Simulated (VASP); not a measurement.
Input of a VASP 6.6.1 run:

The input INCAR:

```
SYSTEM = TiO2
PREC = Accurate ; ENCUT = 520
EDIFF = 1E-6 ; ISMEAR = 0
SIGMA = 0.05 ; LREAL = .FALSE.
LASPH = .TRUE. ; NELM = 80
ALGO = Normal ; ISIF = 2
LWAVE = .FALSE. ; LCHARG = .FALSE.
GGA = PE ; NBANDS = 33
```

Contents of KPOINTS:

```
regular mesh
0
G
  6 6 10
  0 0 0
```

The input POSCAR:

```
TiO2
1.0
    4.5273148210      0.0000000000      0.0000000000
    0.0000000000      4.5273148210      0.0000000000
    0.0000000000      0.0000000000      2.8897670966
Ti O
2 4
Direct
    0.0000000000      0.0000000000      0.0000000000
    0.5000000000      0.5000000000      0.5000000000
    0.3050970583      0.3050970583      0.0000000000
    0.1949029417      0.8050970583      0.5000000000
    0.6949029417      0.6949029417      0.0000000000
    0.8050970583      0.1949029417      0.5000000000
```

Potentials or basis: VASP PAW PBE potentials, release 64 (Ti_sv, O).

Launch:

```console
$ cat potpaw_PBE.64/Ti_sv/POTCAR potpaw_PBE.64/O/POTCAR > POTCAR
$ mpirun -np 1 vasp_std > vasp.out
```

**Question.** What does it give for the band gap on the k mesh?

**Answer.** 2.02 eV.

**Question.** Predict the pressure.

**Answer.** 21.1 GPa.

**Question.** What does it give for the largest force?

**Answer.** 0.461 eV/Å.

Stress tensor (GPa, compression positive):
```
19.10  0.00  0.00
 0.00 19.10  0.00
 0.00  0.00 25.17
```

Caveat: the cell differs from its parent crystal (atoms displaced along a vibrational mode, the cell strained); the cell stands under pressure. A k mesh can miss the band edges.
